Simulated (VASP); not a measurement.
# Sr (P6_3/mmc) in VASP: a series of runs, part 2 of 2

VASP 6.6.1.

## 3. Single point, r2SCAN

This run uses another cell than the first one, of 49.86 Å³/atom, 0.872 times its volume.

Contents of POSCAR:

```
Sr
1.0
    4.1073486883      0.0000000000      0.0000000000
   -2.0536743442      3.5570683063      0.0000000000
    0.0000000000      0.0000000000      6.8252159803
Sr
2
Direct
    0.3333333333      0.6666666667      0.2500000000
    0.6666666667      0.3333333333      0.7500000000
```

Contents of INCAR.step1:

```
  ALGO = Normal
  EDIFF = 1E-4
  ENCUT = 520
  GGA = PE
  ISMEAR = 0
  LASPH = True
  LCHARG = False
  LREAL = False
  LWAVE = True
  NBANDS = 17
  NELM = 100
  PREC = Accurate
  SIGMA = 0.1
```

Contents of INCAR.step2:

```
  ALGO = Normal
  EDIFF = 1E-6
  ENCUT = 520
  ISIF = 2
  ISMEAR = 0
  ISTART = 1
  LASPH = True
  LCHARG = False
  LMIXTAU = True
  LREAL = False
  LWAVE = False
  METAGGA = R2SCAN
  NBANDS = 17
  NELM = 100
  PREC = Accurate
  SIGMA = 0.1
```

Contents of KPOINTS:

```
k-points
0
Gamma
  12 12 6
```

Potentials or basis: VASP PAW PBE potentials, release 64 (Sr_sv).

Launch:

```
> cat potpaw_PBE.64/Sr_sv/POTCAR > POTCAR
> cp INCAR.step1 INCAR
> mpirun -np 1 vasp_std > vasp.out
> cp INCAR.step2 INCAR
> mpirun -np 1 vasp_std > vasp.out
```

OUTCAR:

```text
EDIFF = 1E-6
   ENCUT = 520
   ISIF = 2
   ISMEAR = 0
   ISTART = 1
   LASPH = True
   LREAL = False
   METAGGA = R2SCAN
   NELM = 100
   PREC = Accurate

 ion  position               nearest neighbor table
   1  0.333  0.667  0.250-   2 4.16   2 4.16   2 4.16   2 4.16   2 4.16   2 4.16
   2  0.667  0.333  0.750-   1 4.16   1 4.16   1 4.16   1 4.16   1 4.16   1 4.16

  LATTYP: Found a hexagonal cell.
 ALAT       =     4.1073486883
 C/A-ratio  =     1.6617084397

  Lattice vectors:

 A1 = (   4.1073486883,   0.0000000000,   0.0000000000)
 A2 = (  -2.0536743442,   3.5570683063,   0.0000000000)
 A3 = (   0.0000000000,   0.0000000000,   6.8252159803)

Analysis of symmetry for initial positions (statically):
=====================================================================
 Subroutine PRICEL returns:
 Original cell was already a primitive cell.

 Routine SETGRP: Setting up the symmetry group for a
[... 158 lines left out ...]
 NGX is ok and might be reduce to    32
   NGX = 15   NGY = 15   NGZ = 25

 number of electron      20.0000000 magnetization

 Free energy of the ion-electron system (eV)
  ---------------------------------------------------
  ext. energy  EPLUGINS =         0.00000000
  ---------------------------------------------------
  free energy    TOTEN  =       -30.11083861 eV

  energy without entropy =      -30.09747796  energy(sigma->0) =      -30.10415829

 E-fermi :   1.9774     XC(G=0):  -8.1150

 val. band max:        1.9756800219   @ k =   0.5000  -0.0000   0.0000
 cond. band min:       1.9834422901   @ k =   0.0000   0.0000   0.0000
 fundamental gap:      0.0077622682
 Fermi energy:         1.9773840052

 k-point     1 :       0.0000    0.0000    0.0000
  band No.  band energies     occupation
      1     -35.8608      2.00000
      2     -35.8384      2.00000
      3     -17.3670      2.00000
      4     -17.1379      2.00000
      5     -17.1379      2.00000
      6     -17.1035      2.00000
[... 457 lines left out ...]
      4     -17.2884      2.00000
      5     -17.2514      2.00000
      6     -17.1846      2.00000
[... 9 lines left out ...]
     16       6.0984      0.00000
     17       6.2490      0.00000

 [... further k-points ...]
[... 5 lines left out ...]
  --------------------------------------------------------------------------------------
  -------------------------------------------------------------------------------------
  Total        1.2529124      1.2529124      1.2608141     -0.0000000      0.0000000     -0.0000000
  in kB       20.1308042     20.1308042     20.2577621     -0.0000000      0.0000000     -0.0000000
  external PRESSURE =      20.1731235 kB  Pullay stress =       0.0000000 kB

 VOLUME and BASIS-vectors are now :
 -----------------------------------------------------------------------------
  energy-cutoff  :      520.00
  volume of cell :       99.72
      direct lattice vectors                 reciprocal lattice vectors
     4.107348688  0.000000000  0.000000000     0.243466059  0.140565195  0.000000000
    -2.053674344  3.557068306  0.000000000     0.000000000  0.281130390  0.000000000
     0.000000000  0.000000000  6.825215980     0.000000000  0.000000000  0.146515510

 POSITION                                       TOTAL-FORCE (eV/Angst)
 -----------------------------------------------------------------------------------
     -0.00000      2.37138      1.70630         0.000000      0.000000      0.000000
      2.05367      1.18569      5.11891        -0.000000     -0.000000      0.000000
 -----------------------------------------------------------------------------------
    total drift:                               -0.000000      0.000000     -0.000000

  FREE ENERGIE OF THE ION-ELECTRON SYSTEM (eV)
  ---------------------------------------------------
  free  energy   TOTEN  =       -30.1108386145 eV

  energy  without entropy=      -30.0974779576  energy(sigma->0) =      -30.10415829
```

It took 5.4 min on 1 thread of Intel Xeon Platinum 8259CL at 2.50GHz (Skylake/Cascade Lake), shared host; peak memory 0.31 GiB.

Results:

```yaml
Free_energy: -30.1108 eV
Pressure: 2.0 GPa
Band_gap_on_the_k_mesh: zero (band 10 reaches 2.12 eV, above the bottom of band 11 at 1.86 eV)
```

Caveat: the PAW data sets were made with another functional, which shifts forces and pressure a little.

## 4. Single point, r2SCAN

This run uses another cell than the first one, of 36.02 Å³/atom, 0.630 times its volume.

Contents of POSCAR:

```
Sr
1.0
    3.6695508617      0.0000000000      0.0000000000
   -1.8347754308      3.1779242667      0.0000000000
    0.0000000000      0.0000000000      6.1775923291
Sr
2
Direct
    0.3333333333      0.6666666667      0.2500000000
    0.6666666667      0.3333333333      0.7500000000
```

Contents of INCAR.step1:

```
PREC = Accurate
ENCUT = 520
ISMEAR = 0
SIGMA = 0.1
LREAL = False
LASPH = True
NELM = 100
NBANDS = 17
GGA = PE
ALGO = Normal
EDIFF = 1E-4
LWAVE = True
LCHARG = False
```

Contents of INCAR.step2:

```
PREC = Accurate
ENCUT = 520
EDIFF = 1E-6
ISMEAR = 0
SIGMA = 0.1
LREAL = False
LASPH = True
NELM = 100
ALGO = Normal
ISIF = 2
LWAVE = False
LCHARG = True
METAGGA = R2SCAN
LMIXTAU = True
LELF = True
LVHAR = True
NBANDS = 17
ISTART = 1
```

Contents of KPOINTS:

```
regular mesh
0
Gamma
  12 12 8
```

Launch:

```
> cat potpaw_PBE.64/Sr_sv/POTCAR > POTCAR
> cp INCAR.step1 INCAR
> mpirun -np 1 vasp_std > vasp.out
> cp INCAR.step2 INCAR
> mpirun -np 1 vasp_std > vasp.out
```

It took 5.1 min on 1 thread of Intel Xeon Platinum 8259CL at 2.50GHz (Skylake/Cascade Lake), shared host; peak memory 0.26 GiB.

It converged, with:

```
Free energy            : -29.1921 eV
Pressure               : 10.1 GPa
Band gap on the k mesh : zero (band 10 reaches 3.52 eV, above the bottom of band 11 at 2.89 eV)
```

Levels at points of the mesh, in eV from the Fermi level:
```csv
k point,band 7,band 8,band 9,band 10,band 11,band 12,band 13,band 14
"(0.00, 0.00, 0.00)",-18.29,-18.27,-4.17,-1.21,0.92,2.97,3.15,3.15
"(0.50, 0.00, 0.00)",-18.42,-18.40,-0.88,-0.52,-0.34,0.80,2.01,2.96
"(0.00, 0.00, 0.50)",-18.33,-18.33,-2.79,-2.79,1.66,1.66,3.19,3.19
"(0.50, 0.00, 0.50)",-18.46,-18.46,-1.06,-1.06,0.82,0.82,2.14,2.14
```

Caveat: the PAW data sets were made with another functional, which shifts forces and pressure a little.

## 5. Single point, r2SCAN

This run uses another cell than the first one, of 73.02 Å³/atom, 1.278 times its volume.

Contents of POSCAR:

```
Sr
1.0
    4.6926512107      0.0000000000      0.0000000000
   -2.3463256053      4.0639551595      0.0000000000
    0.0000000000      0.0000000000      7.6579558394
Sr
2
Direct
    0.3333333333      0.6666666667      0.2500000000
    0.6666666667      0.3333333333      0.7500000000
```

Contents of INCAR.step1:

```
SYSTEM = Sr
PREC     = Accurate       ! precision mode
ENCUT    = 520            ! plane-wave cutoff, eV
ISMEAR   = 0              ! smearing method
SIGMA    = 0.1            ! smearing width, eV
LREAL    = .FALSE.        ! projectors in reciprocal space
LASPH    = .TRUE.         ! aspherical terms in the spheres
NELM     = 100            ! most SCF steps
NBANDS   = 17             ! bands
GGA      = PE             ! functional
ALGO     = Normal         ! electronic algorithm
EDIFF    = 1E-4           ! SCF threshold, eV
LWAVE    = .TRUE.         ! write WAVECAR
LCHARG   = .FALSE.        ! write CHGCAR
```

Contents of INCAR.step2:

```
SYSTEM = Sr
PREC     = Accurate       ! precision mode
ENCUT    = 520            ! plane-wave cutoff, eV
EDIFF    = 1E-6           ! SCF threshold, eV
ISMEAR   = 0              ! smearing method
SIGMA    = 0.1            ! smearing width, eV
LREAL    = .FALSE.        ! projectors in reciprocal space
LASPH    = .TRUE.         ! aspherical terms in the spheres
NELM     = 100            ! most SCF steps
ALGO     = Normal         ! electronic algorithm
ISIF     = 2              ! what is computed and relaxed
LWAVE    = .FALSE.        ! write WAVECAR
LCHARG   = .FALSE.        ! write CHGCAR
METAGGA  = R2SCAN         ! meta-GGA
LMIXTAU  = .TRUE.       
NBANDS   = 17             ! bands
ISTART   = 1
```

Contents of KPOINTS:

```
regular mesh
0
G
  12 12 6
  0 0 0
```

Potentials or basis: VASP PAW PBE potentials, release 64 (Sr_sv).

Launch:

```
> cat potpaw_PBE.64/Sr_sv/POTCAR > POTCAR
> cp INCAR.step1 INCAR
> mpirun -np 1 vasp_std > vasp.out
> cp INCAR.step2 INCAR
> mpirun -np 1 vasp_std > vasp.out
```

OUTCAR:

```text
SYSTEM = Sr
   PREC = Accurate
   ENCUT = 520
   EDIFF = 1E-6
   ISMEAR = 0
   LREAL = .FALSE.
   LASPH = .TRUE.
   NELM = 100
   ISIF = 2
   METAGGA = R2SCAN
   ISTART = 1

 ion  position               nearest neighbor table
   1  0.333  0.667  0.250-   2 4.69   2 4.69   2 4.69   2 4.69   2 4.69   2 4.69
   2  0.667  0.333  0.750-   1 4.69   1 4.69   1 4.69   1 4.69   1 4.69   1 4.69

  LATTYP: Found a hexagonal cell.
 ALAT       =     4.6926512107
 C/A-ratio  =     1.6319039058

  Lattice vectors:

 A1 = (   4.6926512107,   0.0000000000,   0.0000000000)
[... 653 lines left out ...]
      5     -19.2089      2.00000
      6     -19.1930      2.00000
[... 9 lines left out ...]
     16       3.9941      0.00000
     17       4.0035      0.00000

 [... further k-points ...]
[... 5 lines left out ...]
  --------------------------------------------------------------------------------------
  -------------------------------------------------------------------------------------
  Total       -1.8091664     -1.8091664     -1.8176272     -0.0000000      0.0000000      0.0000000
  in kB      -19.8476484    -19.8476484    -19.9404681     -0.0000000      0.0000000      0.0000000
  external PRESSURE =     -19.8785883 kB  Pullay stress =       0.0000000 kB

 VOLUME and BASIS-vectors are now :
 -----------------------------------------------------------------------------
  energy-cutoff  :      520.00
  volume of cell :      146.04
      direct lattice vectors                 reciprocal lattice vectors
     4.692651211  0.000000000  0.000000000     0.213099153  0.123032854  0.000000000
    -2.346325605  4.063955159  0.000000000     0.000000000  0.246065707  0.000000000
     0.000000000  0.000000000  7.657955839     0.000000000  0.000000000  0.130583151

 POSITION                                       TOTAL-FORCE (eV/Angst)
 -----------------------------------------------------------------------------------
     -0.00000      2.70930      1.91449        -0.000000      0.000000      0.000000
      2.34633      1.35465      5.74347         0.000000     -0.000000      0.000000
 -----------------------------------------------------------------------------------
    total drift:                                0.000000     -0.000000      0.000000

  FREE ENERGIE OF THE ION-ELECTRON SYSTEM (eV)
  ---------------------------------------------------
  free  energy   TOTEN  =       -29.9649003933 eV

  energy  without entropy=      -29.9516184594  energy(sigma->0) =      -29.95825943
```

OSZICAR.step1:

```text
N       E                     dE             d eps       ncg     rms          rms(c)
DAV:   1     0.113297225801E+03    0.11330E+03   -0.89644E+03  2584   0.944E+02
DAV:   2     0.648259563771E+01   -0.10681E+03   -0.10544E+03  3260   0.224E+02
DAV:   3    -0.260066946998E+01   -0.90833E+01   -0.90575E+01  4786   0.466E+01
DAV:   4    -0.296891828081E+01   -0.36825E+00   -0.36808E+00  3680   0.778E+00
DAV:   5    -0.297535874096E+01   -0.64405E-02   -0.64396E-02  4186   0.895E-01    0.125E+01
DAV:   6    -0.299037169101E+01   -0.15013E-01   -0.16680E-02  3595   0.128E+00    0.693E+00
DAV:   7    -0.299958493120E+01   -0.92132E-02   -0.27939E-02  3365   0.165E+00    0.452E-01
DAV:   8    -0.299989874912E+01   -0.31382E-03   -0.43561E-03  4231   0.365E-01    0.155E-01
DAV:   9    -0.299997898424E+01   -0.80235E-04   -0.19474E-04  3150   0.882E-02
   1 F= -.29999790E+01 E0= -.29944481E+01  d E =-.110618E-01
```

Run time: 9 min. Hardware: 1 thread of Intel Xeon Platinum 8259CL at 2.50GHz (Skylake/Cascade Lake), shared host; peak memory 0.39 GiB.

What came out:

* Free energy: -29.9649 eV
* Pressure: -2.0 GPa
* Band gap on the k mesh: zero (band 10 reaches 1.01 eV, above the bottom of band 11 at 0.47 eV)

Levels at points of the mesh, in eV from the Fermi level:
```csv
k point,band 7,band 8,band 9,band 10,band 11,band 12,band 13,band 14
"(0.00, 0.00, 0.00)",-19.91,-19.91,-3.40,-0.95,-0.27,2.33,2.33,2.34
"(0.50, 0.00, 0.00)",-19.93,-19.92,-1.06,-0.67,0.33,0.46,1.19,1.69
"(0.00, 0.00, 0.50)",-19.92,-19.92,-2.61,-2.61,1.34,1.34,2.32,2.32
"(0.50, 0.00, 0.50)",-19.93,-19.93,-0.61,-0.61,-0.03,-0.03,1.45,1.45
```

Caveat: the PAW data sets were made with another functional, which shifts forces and pressure a little.

## 6. Overview

```tsv
cell	k mesh	gap on the mesh (eV)	pressure (GPa)
a = 4.306, b = 4.306, c = 7.117 Å, angles 90.0, 90.0, 120.0°, 2 atoms	12 × 12 × 6	none	0.0
a = 4.107, b = 4.107, c = 6.825 Å, angles 90.0, 90.0, 120.0°, 2 atoms	12 × 12 × 6	none	2.0
a = 3.670, b = 3.670, c = 6.178 Å, angles 90.0, 90.0, 120.0°, 2 atoms	12 × 12 × 8	none	10.1
a = 4.693, b = 4.693, c = 7.658 Å, angles 90.0, 90.0, 120.0°, 2 atoms	12 × 12 × 6	none	-2.0
```

Alike in all rows: task single point; level r2SCAN; potentials or basis VASP PAW PBE potentials, release 64 (Sr_sv); no spin polarisation; cutoff (eV) 520; smearing gaussian 0.1 eV.

Caveats: the PAW data sets were made with another functional, which shifts forces and pressure a little.

Total energies depend on the potentials used, so only differences within one code and one set of settings carry meaning.
